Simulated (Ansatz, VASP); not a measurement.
# One calculation of MgS, two programs

File INCAR:

```
PREC = Accurate ; ENCUT = 520
EDIFF = 1E-6 ; ISMEAR = 0
SIGMA = 0.05 ; LREAL = False
LASPH = True ; NELM = 60
ALGO = Normal ; ISIF = 2
LWAVE = False ; LCHARG = False
GGA = CA ; NBANDS = 11
```

File KPOINTS:

```
regular mesh
0
Gamma
  8 8 8
```

The input POSCAR:

```
MgS
1.0
    0.0000000000      2.7906232461      2.8331200468
    2.7906232461      0.0000000000      2.8331200468
    2.7906232461      2.7906232461      0.0000000000
Mg S
1 1
Direct
    0.0000000000      0.0000000000      0.0000000000
    0.7500000000      0.7500000000      0.7500000000
```

Input for Ansatz:

```yaml
crystal:
  lattice:
    - [0.0, 2.7906232461, 2.8331200468]
    - [2.7906232461, 0.0, 2.8331200468]
    - [2.7906232461, 2.7906232461, 0.0]
  atoms:
    - { symbol: Mg, position: [0.0, 0.0, 0.0] }
    - { symbol: S, position: [0.75, 0.75, 0.75] }
basis:
  ecutwfc: 420
kpoints:
  mp_grid: { grid: [8, 8, 8] }
hamiltonian:
  xc: lda
scf:
  occupations: { method: gaussian, width: 0.05 }
output:
  forces: true
  stress: true
  eigenvalues: true
```

Change from the starting cell: strain -0.015 along x and y, +0.000 along z, atoms carried along.

Alike in both runs: task single point; functional LDA; k mesh 8 × 8 × 8; occupations gaussian, width 0.05 eV; no spin polarisation.

|  | VASP | Ansatz |
| --- | --- | --- |
| version | VASP 6.6.1 | Ansatz 0.2.0 |
| potentials or method | VASP PAW LDA potentials, release 64 (Mg, S), cutoff 520 eV | scalar-relativistic, plane waves, PAW |
| valence electrons in the cell | 8 | 16 |

```csv
,VASP,Ansatz,Ansatz less VASP
gap on the k mesh at the Fermi level (eV),3.32,3.31,-0.011
least direct gap on the mesh (eV),3.32,3.31,-0.011
pressure (GPa),-0.9,-0.5,+0.34
"traceless stress, the component that is largest in VASP (GPa)",-0.21,-0.22,-0.005
```

LDA's correlation is that of Perdew and Zunger in VASP and of Perdew and Wang (1992) in Ansatz. VASP's potentials hold 8 valence electrons a cell and Ansatz's 16, so a difference there can come from the potentials and not from the codes.
